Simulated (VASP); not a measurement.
# GaN (P1) in VASP: single point with r2SCAN

Aim: the single point of GaN with r2SCAN.

Everything below comes from runs of VASP 6.6.1. Logs are shortened: lines on timing, memory, paths and dates and some standing lists are left out, and cuts for length are marked.

## (1) The cell of the first run

The typed cell holds 12 atoms: a = 3.180 Å, b = 3.180 Å, c = 15.584 Å, α = 89.42°, β = 88.83°, γ = 60.00°.

## (2) Single point, r2SCAN (the part above a cut slid along it)

POSCAR

```
GaN
1.0
    2.2489367689     -2.2489367689      0.0000000000
    2.2489367689      0.0000000000     -2.2489367689
    9.2206407525      8.7708533987      8.9957470756
Ga N
6 6
Direct
    0.9604200000      0.0000000000      0.3958000000
    0.3104200000      0.3333333333      0.2291333333
    0.6104200000      0.6666666667      0.5624666667
    0.9104200000      1.0000000000      0.8958000000
    0.2604200000      0.3333333333      0.7291333333
    0.6604200000      0.6666666667      0.0624666667
    0.6229200000      0.6666666667      0.4374666667
    0.9729200000      1.0000000000      0.2708000000
    0.2729200000      0.3333333333      0.6041333333
    0.5729200000      0.6666666667      0.9374666667
   -0.0770800000      0.0000000000      0.7708000000
    0.3229200000      0.3333333333      0.1041333333
```

INCAR.step1

```
SYSTEM = GaN
ALGO = Normal ; EDIFF = 1E-4
ENCUT = 520 ; GGA = PE
ISMEAR = 0 ; LASPH = .True.
LCHARG = .False. ; LREAL = .False.
LUSENCCL = .False. ; LWAVE = .True.
NBANDS = 66 ; NELM = 100
PREC = Accurate ; SIGMA = 0.05
```

INCAR.step2

```
SYSTEM = GaN
ALGO = Normal ; EDIFF = 1E-7
ENCUT = 520 ; ISIF = 2
ISMEAR = 0 ; ISTART = 1
LASPH = .True. ; LCHARG = .False.
LMIXTAU = .True. ; LREAL = .False.
LUSENCCL = .False. ; LWAVE = .False.
METAGGA = R2SCAN ; NBANDS = 66
NELM = 100 ; PREC = Accurate
SIGMA = 0.05
```

KPOINTS

```
k-points
0
Gamma
  10 10 2
  0 0 0
```

Potentials or basis: VASP PAW PBE potentials, release 64 (Ga_d, N).

Started as:

```bash
> cat potpaw_PBE.64/Ga_d/POTCAR potpaw_PBE.64/N/POTCAR > POTCAR
> cp INCAR.step1 INCAR
> mpirun -np 1 vasp_std > vasp.out
> cp INCAR.step2 INCAR
> mpirun -np 1 vasp_std > vasp.out
```

OUTCAR:

```text
SYSTEM = GaN
   EDIFF = 1E-7
   ENCUT = 520
   ISIF = 2
   ISMEAR = 0
   ISTART = 1
   LASPH = .True.
   LREAL = .False.
   METAGGA = R2SCAN
   NELM = 100
   PREC = Accurate

 ion  position               nearest neighbor table
   1  0.960  0.000  0.396-   8 1.95   7 1.95   7 1.95   7 1.95
   2  0.310  0.333  0.229-  12 1.95   8 1.95   8 1.95   8 1.95
   3  0.610  0.667  0.562-   9 1.95   9 1.95   9 1.95   7 1.95
   4  0.910  0.000  0.896-  11 1.95  10 1.95  10 1.95  10 1.95
   5  0.260  0.333  0.729-   9 1.95  11 1.95  11 1.95  11 1.95
   6  0.660  0.667  0.062-  12 1.95  12 1.95  12 1.95  10 1.97
   7  0.623  0.667  0.437-   3 1.95   1 1.95   1 1.95   1 1.95
   8  0.973  0.000  0.271-   1 1.95   2 1.95   2 1.95   2 1.95
   9  0.273  0.333  0.604-   3 1.95   3 1.95   3 1.95   5 1.95
  10  0.573  0.667  0.937-   4 1.95   4 1.95   4 1.95   6 1.97
  11  0.923  0.000  0.771-   4 1.95   5 1.95   5 1.95   5 1.95
  12  0.323  0.333  0.104-   6 1.95   6 1.95   6 1.95   2 1.95

  LATTYP: Found a base centered monoclinic cell.
 ALAT       =     3.1804768795
 B/A-ratio  =     1.7320508076
 C/A-ratio  =     4.9000000000
 COS(beta)  =    -0.0204081633

  Lattice vectors:

 A1 = (   0.0000000000,   2.2489367689,  -2.2489367689)
 A2 = (  -2.2489367689,   0.0000000000,   2.2489367689)
 A3 = (   9.2206407525,   8.7708533987,   8.9957470756)

Analysis of symmetry for initial positions (statically):
=====================================================================
 Subroutine PRICEL returns:
 Original cell was already a primitive cell.

 Routine SETGRP: Setting up the symmetry group for a
 base centered monoclinic supercell.

 Subroutine GETGRP returns: Found  1 space group operations
 (whereof  1 operations were pure point group operations)
 out of a pool of  4 trial point group operations.

The static configuration has the point symmetry C_1 .

Analysis of symmetry for dynamics (positions and initial velocities):
=====================================================================
 Subroutine PRICEL returns:
 Original cell was already a primitive cell.

 Routine SETGRP: Setting up the symmetry group for a
 base centered monoclinic supercell.

 Subroutine GETGRP returns: Found  1 space group operations
 (whereof  1 operations were pure point group operations)
 out of a pool of  4 trial point group operations.

The dynamic configuration has the point symmetry C_1 .

 Subroutine INISYM returns: Found  1 space group operations
 (whereof  1 operations are pure point group operations),
 and found     1 'primitive' translations

----------------------------------------------------------------------------------------

                                     Primitive cell

  volume of cell :     136.4938

  direct lattice vectors                    reciprocal lattice vectors
     2.248936769 -2.248936769  0.000000000     0.144512734 -0.300141831  0.144512734
     2.248936769  0.000000000 -2.248936769     0.148218188  0.148218188 -0.296436376
     9.220640752  8.770853399  8.995747076     0.037054547  0.037054547  0.037054547

  length of vectors
     3.180476879  3.180476879 15.584336710     0.363115655  0.363058932  0.064180358

  position of ions in fractional coordinates (direct lattice)
     0.960420000  0.000000000  0.395800000
     0.310420000  0.333333333  0.229133333
     0.610420000  0.666666667  0.562466667
     0.910420000  0.000000000  0.895800000
     0.260420000  0.333333333  0.729133333
     0.660420000  0.666666667  0.062466667
     0.622920000  0.666666667  0.437466667
     0.972920000  0.000000000  0.270800000
     0.272920000  0.333333333  0.604133333
     0.572920000  0.666666667  0.937466667
     0.922920000  0.000000000  0.770800000
     0.322920000  0.333333333  0.104133333

  ion indices of the primitive-cell ions
   primitive index   ion index
                 1           1
                 2           2
                 3           3
                 4           4
                 5           5
                 6           6
                 7           7
                 8           8
                 9           9
                10          10
                11          11
                12          12

----------------------------------------------------------------------------------------

 KPOINTS: k-points

Automatic generation of k-mesh.
 Grid dimensions read from file:
 generate k-points for:   10   10    2

 Generating k-lattice:

  Cartesian coordinates                     Fractional coordinates (reciprocal lattice)
     0.014451273 -0.030014183  0.014451273     0.100000000  0.000000000  0.000000000
     0.014821819  0.014821819 -0.029643638     0.000000000  0.100000000  0.000000000
     0.018527274  0.018527274  0.018527274     0.000000000  0.000000000  0.500000000

  Length of vectors
     0.036311566  0.036305893  0.032090179

  Shift w.r.t. Gamma in fractional coordinates (k-lattice)
     0.000000000  0.000000000  0.000000000

 Subroutine IBZKPT returns following result:
 ===========================================

 Found    104 irreducible k-points:

 Following reciprocal coordinates:
            Coordinates               Weight
  0.000000  0.000000  0.000000      1.000000
  0.100000  0.000000  0.000000      2.000000
 -0.100000 -0.100000  0.000000      2.000000
  0.200000  0.000000  0.000000      2.000000
 -0.200000 -0.200000  0.000000      2.000000
  0.300000  0.000000  0.000000      2.000000
[... 16 lines left out ...]
  0.300000  0.400000  0.000000      2.000000
 -0.200000  0.100000  0.000000      2.000000
 [... further k-points ...]
   k-points           NKPTS =    104   k-points in BZ     NKDIM =    104   number of bands    NBANDS=     66
   number of dos      NEDOS =    301   number of ions     NIONS =     12
   total plane-waves  NPLWV =  69120
   dimension x,y,z NGX =    24 NGY =   24 NGZ =  120
   dimension x,y,z NGXF=    48 NGYF=   48 NGZF=  240
   ions per type =               6   6
   NGX,Y,Z   is equivalent  to a cutoff of  12.54, 12.54, 12.80 a.u.
   NGXF,Y,Z  is equivalent  to a cutoff of  25.09, 25.09, 25.60 a.u.
 SYSTEM =  GaN
   PREC   = accura    normal or accurate (medium, high low for compatibility)
   ISTART =      1    job   : 0-new  1-cont  2-samecut
   ICHARG =      0    charge: 1-file 2-atom 10-const
   ISPIN  =      1    spin polarized calculation?
   LNONCOLLINEAR =      F non collinear calculations
   LSORBIT =      F    spin-orbit coupling
   LASPH  =      T    aspherical Exc in radial PAW
   ENCUT  =  520.0 eV  38.22 Ry    6.18 a.u.   5.91  5.91 28.98*2*pi/ulx,y,z
   NELM   =    100;   NELMIN=  2; NELMDL=  0     # of ELM steps
   EDIFF  = 0.1E-06   stopping-criterion for ELM
   LREAL  =      F    real-space projection
   EDIFFG = 0.1E-05   stopping-criterion for IOM
   NSW    =      0    number of steps for IOM
   IBRION =     -1    ionic relax: 0-MD 1-quasi-New 2-CG
   NFREE  =      0    steps in history (QN), initial steepest desc. (CG)
   ISIF   =      2    stress and relaxation
   ISYM   =      2    0-nonsym 1-usesym 2-fastsym
   POTIM  = 0.5000    time-step for ionic-motion
   TEBEG  =    0.0;   TEEND  =   0.0 temperature during run
   PSTRESS=    0.0 pullay stress
   NELECT =     108.0000    total number of electrons
   NUPDOWN=      -1.0000    fix difference up-down
   EMIN   =  10.00;   EMAX   =-10.00  energy-range for DOS
   EFERMI =   0.00;   METHOD = LEGACY
   ISMEAR =     0;   SIGMA  =   0.05  broadening in eV -4-tet -1-fermi 0-gaus
   EFERMI_NEDOS =   21; number of points for ismear=-14 and -15
   IALGO  =     38    algorithm
   IMIX   =      4    mixing-type and parameters
     AMIX     =   0.40;   BMIX     =  1.00
     AMIX_MAG =   1.60;   BMIX_MAG =  1.00
  volume/ion in A,a.u.               =      11.37        76.76
  Fermi-wavevector in a.u.,A,eV,Ry     =   1.514183  2.861391 31.194768  2.292751
  Thomas-Fermi vector in A             =   2.623875
   LORBIT       =      0    0 simple, 1 ext, 2 COOP (PROOUT), +10 PAW based schemes
   METAGGA = R2SCAN    functional components
   LHFCALC =     F    Hartree Fock is set to
   AEXX    =    0.0000 exact exchange contribution
   IVDW    =     0    specifies the selected vdW correction
   LEPSILON=     F    determine dielectric tensor
   LRPA    =     F    only Hartree local field effects (RPA)
 non-spin polarized calculation
 Gauss-broadening in eV      SIGMA  =   0.05
  energy-cutoff  :      520.00
  volume of cell :      136.49
 maximum number of plane-waves:      3704
   NGX = 11   NGY = 11   NGZ = 57

 number of electron     107.9999970 magnetization

 Free energy of the ion-electron system (eV)
  ---------------------------------------------------
  ext. energy  EPLUGINS =         0.00000000
  ---------------------------------------------------
  free energy    TOTEN  =      -131.28584140 eV

  energy without entropy =     -131.28584140  energy(sigma->0) =     -131.28584140

 E-fermi :   5.3795     XC(G=0): -12.6726

 val. band max:        5.1557551887   @ k =   0.0000   0.0000   0.0000
 cond. band min:       7.2247488143   @ k =   0.0000   0.0000   0.0000
 fundamental gap:      2.0689936256
 Fermi energy:         5.3795495359

 k-point     1 :       0.0000    0.0000    0.0000
  band No.  band energies     occupation
      1     -11.6977      2.00000
      2     -11.4150      2.00000
      3     -11.3930      2.00000
      4     -10.8971      2.00000
      5     -10.8729      2.00000
      6     -10.6877      2.00000
[... 58 lines left out ...]
     65      15.0743      0.00000
     66      15.9550      0.00000

 k-point     2 :       0.1000    0.0000    0.0000
  band No.  band energies     occupation
      1     -11.5977      2.00000
      2     -11.3323      2.00000
      3     -11.3075      2.00000
      4     -10.8516      2.00000
      5     -10.8257      2.00000
      6     -10.6571      2.00000
[... 58 lines left out ...]
     65      14.9105      0.00000
     66      15.5477      0.00000

 k-point     3 :      -0.1000   -0.1000    0.0000
  band No.  band energies     occupation
      1     -11.5975      2.00000
      2     -11.3316      2.00000
      3     -11.3080      2.00000
      4     -10.8513      2.00000
      5     -10.8265      2.00000
      6     -10.6575      2.00000
[... 1438 lines left out ...]
     65      13.9690      0.00000
     66      14.0989      0.00000

 k-point    24 :      -0.2000    0.1000    0.0000
  band No.  band energies     occupation
      1     -11.1260      2.00000
      2     -10.9629      2.00000
      3     -10.9238      2.00000
      4     -10.6687      2.00000
      5     -10.6348      2.00000
      6     -10.5371      2.00000
[... 58 lines left out ...]
     65      14.0501      0.00000
     66      14.4218      0.00000

 [... further k-points ...]

------------------------ aborting loop because EDIFF is reached ----------------------------------------

  FORCE on cell =-STRESS in cart. coord.  units (eV):
  Direction    XX          YY          ZZ          XY          YZ          ZX
  --------------------------------------------------------------------------------------
  -------------------------------------------------------------------------------------
  Total       -0.2848116      1.5937430      1.0935737      0.0217380      0.9232327     -0.9354845
  in kB       -3.3431452     18.7075056     12.8364710      0.2551626     10.8369925    -10.9808050
  external PRESSURE =       9.4002771 kB  Pullay stress =       0.0000000 kB

 VOLUME and BASIS-vectors are now :
 -----------------------------------------------------------------------------
  energy-cutoff  :      520.00
  volume of cell :      136.49
      direct lattice vectors                 reciprocal lattice vectors
     2.248936769 -2.248936769  0.000000000     0.144512734 -0.300141831  0.144512734
     2.248936769  0.000000000 -2.248936769     0.148218188  0.148218188 -0.296436376
     9.220640752  8.770853399  8.995747076     0.037054547  0.037054547  0.037054547

 POSITION                                       TOTAL-FORCE (eV/Angst)
 -----------------------------------------------------------------------------------
      5.80945      1.31158      3.56052         0.001859      0.007171      0.007100
      3.56052      1.31158      1.31158        -0.015211      0.018453      0.010291
      8.05839      3.56052      3.56052         0.006949      0.005957      0.005949
     10.30733      5.80945      8.05839         0.008848     -0.038978     -0.073403
      8.05839      5.80945      5.80945        -0.002001      0.011381      0.000394
      3.56052     -0.93736     -0.93736        -0.405285      0.196637     -0.083548
      6.93392      2.43605      2.43605        -0.005478     -0.003850     -0.003627
      4.68499      0.18711      2.43605        -0.014442      0.007249     -0.001803
      6.93392      4.68499      4.68499        -0.002047     -0.007121     -0.002976
     11.43180      6.93392      6.93392         0.492774     -0.252122      0.099128
      9.18286      4.68499      6.93392         0.024756     -0.040766     -0.004480
      2.43605      0.18711      0.18711        -0.090722      0.095988      0.046975
 -----------------------------------------------------------------------------------
    total drift:                               -0.081103     -0.088979     -0.096981

  FREE ENERGIE OF THE ION-ELECTRON SYSTEM (eV)
  ---------------------------------------------------
  free  energy   TOTEN  =      -131.2858413956 eV

  energy  without entropy=     -131.2858413956  energy(sigma->0) =     -131.28584140
```

Wall time 22 min (1 × NVIDIA H100 80GB with 1 thread of AMD EPYC 7R13 (Zen 3), shared host); peak memory 1.8 GiB.

What came out:

```
Free energy            : -131.2858 eV
Pressure               : 0.9 GPa
Largest force          : 0.562 eV/Å
Band gap on the k mesh : 2.07 eV
```

Forces in eV/Å, atoms in the order of the input:
```
Ga   0.002  0.007  0.007
Ga  -0.015  0.018  0.010
Ga   0.007  0.006  0.006
Ga   0.009 -0.039 -0.073
Ga  -0.002  0.011  0.000
Ga  -0.405  0.197 -0.084
N   -0.005 -0.004 -0.004
N   -0.014  0.007 -0.002
N   -0.002 -0.007 -0.003
N    0.493 -0.252  0.099
N    0.025 -0.041 -0.004
N   -0.091  0.096  0.047
```

Stress tensor (GPa, compression positive):
```
-0.33  0.03 -1.10
 0.03  1.87  1.08
-1.10  1.08  1.28
```

Levels at points of the mesh, in eV from the valence-band top:
```csv
k point,band 51,band 52,band 53,band 54,band 55,band 56,band 57,band 58
"(0.00, 0.00, 0.00)",-0.33,-0.12,-0.07,0.00,2.07,3.70,3.73,4.93
"(0.50, 0.00, 0.00)",-1.60,-1.58,-1.10,-0.95,3.62,4.85,4.87,5.21
"(0.50, 0.50, 0.00)",-1.60,-1.58,-1.15,-1.06,3.74,4.84,4.90,5.06
"(0.00, 0.50, 0.00)",-1.62,-1.57,-1.15,-0.97,3.69,4.89,4.90,5.08
"(0.00, 0.00, 0.50)",-0.19,-0.15,-0.14,-0.12,2.70,2.74,4.48,4.50
"(0.50, 0.00, 0.50)",-1.47,-1.38,-1.22,-1.17,3.95,4.05,5.57,5.62
"(0.50, 0.50, 0.50)",-1.61,-1.50,-1.23,-1.20,4.07,4.12,5.35,5.55
"(0.00, 0.50, 0.50)",-1.52,-1.49,-1.21,-1.16,4.05,4.07,5.44,5.57
```

Caveat: the cell differs from its parent crystal (the part above a cut slid along it); the PAW data sets were made with another functional, which shifts forces and pressure a little.
